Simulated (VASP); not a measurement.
# O (Im-3m) in VASP: single point with PBEsol

Aim: the single point of O with PBEsol.

All numbers are computed with VASP 6.6.1; they aren't measurements. Logs are shortened: lines on timing, memory, paths and dates and some standing lists are left out, and cuts for length are marked.

## (1) The cell of the first run

It takes space group Im-3m (No. 229, cubic). The conventional cell has a = 2.440 Å, b = 2.440 Å, c = 2.440 Å, α = 90.00°, β = 90.00°, γ = 90.00°. Within 2.8 Å of O (site symmetry m-3m) lie 14 O at 2.11 to 2.44 Å.

## (2) Single point, PBEsol

INCAR

```
SYSTEM = O
PREC = Accurate ; ENCUT = 520
EDIFF = 1E-6 ; ISMEAR = -1
SIGMA = 0.13605693000000002 ; LREAL = .FALSE.
LASPH = .TRUE. ; NELM = 80
ALGO = Normal ; ISIF = 2
LWAVE = .FALSE. ; LCHARG = .FALSE.
GGA = PS ; NBANDS = 9
```

KPOINTS

```
Automatic mesh
0
G
  18 18 18
  0 0 0
```

POSCAR

```
O
1.0
   -1.2200900229      1.2200900229      1.2200900229
    1.2200900229     -1.2200900229      1.2200900229
    1.2200900229      1.2200900229     -1.2200900229
O
1
Direct
    0.0000000000      0.0000000000      0.0000000000
```

Potentials or basis: VASP PAW PBE potentials, release 64 (O).

Started as:

```console
> cat potpaw_PBE.64/O/POTCAR > POTCAR
> mpirun -np 1 vasp_std > vasp.out
```

OUTCAR:

```text
SYSTEM = O
   PREC = Accurate
   ENCUT = 520
   EDIFF = 1E-6
   ISMEAR = -1
   LREAL = .FALSE.
   LASPH = .TRUE.
   NELM = 80
   ISIF = 2
   GGA = PS

 ion  position               nearest neighbor table
   1  0.000  0.000  0.000-

  LATTYP: Found a body centered cubic cell.
 ALAT       =     2.4401800458

  Lattice vectors:

 A1 = (  -1.2200900229,   1.2200900229,   1.2200900229)
 A2 = (   1.2200900229,  -1.2200900229,   1.2200900229)
 A3 = (   1.2200900229,   1.2200900229,  -1.2200900229)

Analysis of symmetry for initial positions (statically):
=====================================================================
 Subroutine PRICEL returns:
 Original cell was already a primitive cell.

 Routine SETGRP: Setting up the symmetry group for a
 body centered cubic supercell.

 Subroutine GETGRP returns: Found 48 space group operations
 (whereof 48 operations were pure point group operations)
 out of a pool of 48 trial point group operations.

The static configuration has the point symmetry O_h .

Analysis of symmetry for dynamics (positions and initial velocities):
=====================================================================
 Subroutine PRICEL returns:
 Original cell was already a primitive cell.

 Routine SETGRP: Setting up the symmetry group for a
 body centered cubic supercell.

 Subroutine GETGRP returns: Found 48 space group operations
 (whereof 48 operations were pure point group operations)
 out of a pool of 48 trial point group operations.

The dynamic configuration has the point symmetry O_h .

 Subroutine INISYM returns: Found 48 space group operations
 (whereof 48 operations are pure point group operations),
 and found     1 'primitive' translations

----------------------------------------------------------------------------------------

                                     Primitive cell

  volume of cell :       7.2650

  direct lattice vectors                    reciprocal lattice vectors
    -1.220090023  1.220090023  1.220090023     0.000000000  0.409805826  0.409805826
     1.220090023 -1.220090023  1.220090023     0.409805826  0.000000000  0.409805826
     1.220090023  1.220090023 -1.220090023     0.409805826  0.409805826  0.000000000

  length of vectors
     2.113257909  2.113257909  2.113257909     0.579552957  0.579552957  0.579552957

  position of ions in fractional coordinates (direct lattice)
     0.000000000  0.000000000  0.000000000

  ion indices of the primitive-cell ions
   primitive index   ion index
                 1           1

----------------------------------------------------------------------------------------

 KPOINTS: Automatic mesh

Automatic generation of k-mesh.
 Grid dimensions read from file:
 generate k-points for:   18   18   18

 Generating k-lattice:

  Cartesian coordinates                     Fractional coordinates (reciprocal lattice)
     0.000000000  0.022766990  0.022766990     0.055555556  0.000000000  0.000000000
     0.022766990  0.000000000  0.022766990     0.000000000  0.055555556  0.000000000
     0.022766990  0.022766990  0.000000000     0.000000000  0.000000000  0.055555556

  Length of vectors
     0.032197387  0.032197387  0.032197387

  Shift w.r.t. Gamma in fractional coordinates (k-lattice)
     0.000000000  0.000000000  0.000000000

 Subroutine IBZKPT returns following result:
 ===========================================

 Found    195 irreducible k-points:

 Following reciprocal coordinates:
            Coordinates               Weight
  0.000000  0.000000  0.000000      1.000000
  0.055556  0.000000  0.000000     12.000000
  0.111111  0.000000  0.000000     12.000000
  0.166667  0.000000  0.000000     12.000000
  0.222222  0.000000  0.000000     12.000000
  0.277778  0.000000  0.000000     12.000000
[... 16 lines left out ...]
  0.333333  0.111111  0.000000     48.000000
  0.388889  0.111111  0.000000     48.000000
 [... further k-points ...]
   k-points           NKPTS =    195   k-points in BZ     NKDIM =    195   number of bands    NBANDS=      9
   number of dos      NEDOS =    301   number of ions     NIONS =      1
   total plane-waves  NPLWV =   4096
   dimension x,y,z NGX =    16 NGY =   16 NGZ =   16
   dimension x,y,z NGXF=    32 NGYF=   32 NGZF=   32
   ions per type =               1
   NGX,Y,Z   is equivalent  to a cutoff of  12.59, 12.59, 12.59 a.u.
   NGXF,Y,Z  is equivalent  to a cutoff of  25.17, 25.17, 25.17 a.u.
 SYSTEM =  O
   PREC   = accura    normal or accurate (medium, high low for compatibility)
   ISTART =      0    job   : 0-new  1-cont  2-samecut
   ICHARG =      2    charge: 1-file 2-atom 10-const
   ISPIN  =      1    spin polarized calculation?
   LNONCOLLINEAR =      F non collinear calculations
   LSORBIT =      F    spin-orbit coupling
   LASPH  =      T    aspherical Exc in radial PAW
   ENCUT  =  520.0 eV  38.22 Ry    6.18 a.u.   3.93  3.93  3.93*2*pi/ulx,y,z
   NELM   =     80;   NELMIN=  2; NELMDL= -5     # of ELM steps
   EDIFF  = 0.1E-05   stopping-criterion for ELM
   LREAL  =      F    real-space projection
   EDIFFG = 0.1E-04   stopping-criterion for IOM
   NSW    =      0    number of steps for IOM
   IBRION =     -1    ionic relax: 0-MD 1-quasi-New 2-CG
   NFREE  =      0    steps in history (QN), initial steepest desc. (CG)
   ISIF   =      2    stress and relaxation
   ISYM   =      2    0-nonsym 1-usesym 2-fastsym
   POTIM  = 0.5000    time-step for ionic-motion
   TEBEG  =    0.0;   TEEND  =   0.0 temperature during run
   PSTRESS=    0.0 pullay stress
   NELECT =       6.0000    total number of electrons
   NUPDOWN=      -1.0000    fix difference up-down
   EMIN   =  10.00;   EMAX   =-10.00  energy-range for DOS
   EFERMI =   0.00;   METHOD = LEGACY
   ISMEAR =    -1;   SIGMA  =   0.14  broadening in eV -4-tet -1-fermi 0-gaus
   EFERMI_NEDOS =   21; number of points for ismear=-14 and -15
   IALGO  =     38    algorithm
   IMIX   =      4    mixing-type and parameters
     AMIX     =   0.40;   BMIX     =  1.00
     AMIX_MAG =   1.60;   BMIX_MAG =  1.00
  volume/ion in A,a.u.               =       7.26        49.03
  Fermi-wavevector in a.u.,A,eV,Ry     =   1.535960  2.902544 32.098519  2.359175
  Thomas-Fermi vector in A             =   2.642676
   LORBIT       =      0    0 simple, 1 ext, 2 COOP (PROOUT), +10 PAW based schemes
   GGA     = PS    functional components
   LHFCALC =     F    Hartree Fock is set to
   AEXX    =    0.0000 exact exchange contribution
   IVDW    =     0    specifies the selected vdW correction
   LEPSILON=     F    determine dielectric tensor
   LRPA    =     F    only Hartree local field effects (RPA)
 non-spin polarized calculation
  energy-cutoff  :      520.00
  volume of cell :        7.26
 maximum number of plane-waves:       208
   NGX =  7   NGY =  7   NGZ =  7

 number of electron       6.0000004 magnetization

 Free energy of the ion-electron system (eV)
  ---------------------------------------------------
  ext. energy  EPLUGINS =         0.00000000
  ---------------------------------------------------
  free energy    TOTEN  =        -2.87232211 eV

  energy without entropy =       -2.82257936  energy(sigma->0) =       -2.84745074

 E-fermi :   3.1713     XC(G=0): -12.9211

 val. band max:        3.1708602767   @ k =   0.2222   0.1667   0.1111
 cond. band min:       3.1881361135   @ k =   0.2778   0.0556   0.0556
 fundamental gap:      0.0172758368
 Fermi energy:         3.1712841947

 k-point     1 :       0.0000    0.0000    0.0000
  band No.  band energies     occupation
      1     -19.0599      2.00000
      2       5.2215      0.00000
      3       5.2215      0.00000
      4       5.2215      0.00000
      5      22.9392      0.00000
      6      40.1564      0.00000
      7      40.1564      0.00000
      8      40.1564      0.00000
      9      44.1127      0.00000

 k-point     2 :       0.0556    0.0000    0.0000
  band No.  band energies     occupation
      1     -18.9536      2.00000
      2       4.9571      0.00000
      3       5.1433      0.00000
      4       5.2097      0.00000
      5      23.1159      0.00000
      6      39.0840      0.00000
      7      39.2605      0.00000
      8      40.4651      0.00000
      9      42.6893      0.00000

 k-point     3 :       0.1111    0.0000    0.0000
  band No.  band energies     occupation
      1     -18.6379      2.00000
      2       4.2030      0.00102
      3       4.9222      0.00001
      4       5.1754      0.00000
      5      23.5937      0.00000
      6      36.3248      0.00000
      7      37.5273      0.00000
      8      41.3729      0.00000
      9      42.1153      0.00000

 k-point     4 :       0.1667    0.0000    0.0000
  band No.  band energies     occupation
      1     -18.1228      2.00000
      2       3.0575      1.39540
      3       4.5949      0.00006
      4       5.1217      0.00000
      5      24.2284      0.00000
      6      33.5726      0.00000
      7      35.7609      0.00000
      8      41.2680      0.00000
      9      42.8259      0.00000
[... 205 lines left out ...]
 k-point    22 :       0.2778    0.1111    0.0000
  band No.  band energies     occupation
      1     -15.3921      2.00000
      2      -1.4381      2.00000
      3       2.9923      1.57691
      4       4.5678      0.00007
      5      25.2574      0.00000
      6      29.2498      0.00000
      7      31.2782      0.00000
      8      41.3666      0.00000
      9      48.6483      0.00000

 k-point    23 :       0.3333    0.1111    0.0000
  band No.  band energies     occupation
      1     -14.4949      2.00000
      2      -2.7345      2.00000
      3       2.6220      1.96532
      4       4.4897      0.00012
      5      24.7014      0.00000
      6      29.4923      0.00000
      7      30.7211      0.00000
      8      41.6728      0.00000
      9      49.9764      0.00000

 k-point    24 :       0.3889    0.1111    0.0000
  band No.  band energies     occupation
      1     -13.7911      2.00000
      2      -3.6986      2.00000
      3       2.3888      1.99366
      4       4.4386      0.00018
      5      24.2620      0.00000
      6      29.8323      0.00000
      7      30.3519      0.00000
      8      41.9463      0.00000
      9      50.7828      0.00000

 [... further k-points ...]
[... 5 lines left out ...]
  --------------------------------------------------------------------------------------
  -------------------------------------------------------------------------------------
  Total        0.0563127      0.0563127      0.0563127      0.0000000      0.0000000     -0.0000000
  in kB       12.4188377     12.4188377     12.4188377      0.0000000      0.0000000     -0.0000000
  external PRESSURE =      12.4188377 kB  Pullay stress =       0.0000000 kB

 VOLUME and BASIS-vectors are now :
 -----------------------------------------------------------------------------
  energy-cutoff  :      520.00
  volume of cell :        7.26
      direct lattice vectors                 reciprocal lattice vectors
    -1.220090023  1.220090023  1.220090023     0.000000000  0.409805826  0.409805826
     1.220090023 -1.220090023  1.220090023     0.409805826  0.000000000  0.409805826
     1.220090023  1.220090023 -1.220090023     0.409805826  0.409805826  0.000000000

 POSITION                                       TOTAL-FORCE (eV/Angst)
 -----------------------------------------------------------------------------------
      0.00000      0.00000      0.00000         0.000000      0.000000     -0.000000
 -----------------------------------------------------------------------------------
    total drift:                                0.000000     -0.000000      0.000000

  FREE ENERGIE OF THE ION-ELECTRON SYSTEM (eV)
  ---------------------------------------------------
  free  energy   TOTEN  =        -2.8723221117 eV

  energy  without entropy=       -2.8225793603  energy(sigma->0) =       -2.84745074
```

Run time: 15 s. Hardware: 1 thread of AMD EPYC 7R13, shared host; peak memory 0.08 GiB.

What came out:

```
Free energy            : -2.8723 eV
Pressure               : 1.2 GPa
Band gap on the k mesh : zero (band 3 reaches 5.22 eV, above the bottom of band 4 at -0.17 eV)
```

Caveat: the PAW data sets were made with another functional, which shifts forces and pressure a little.
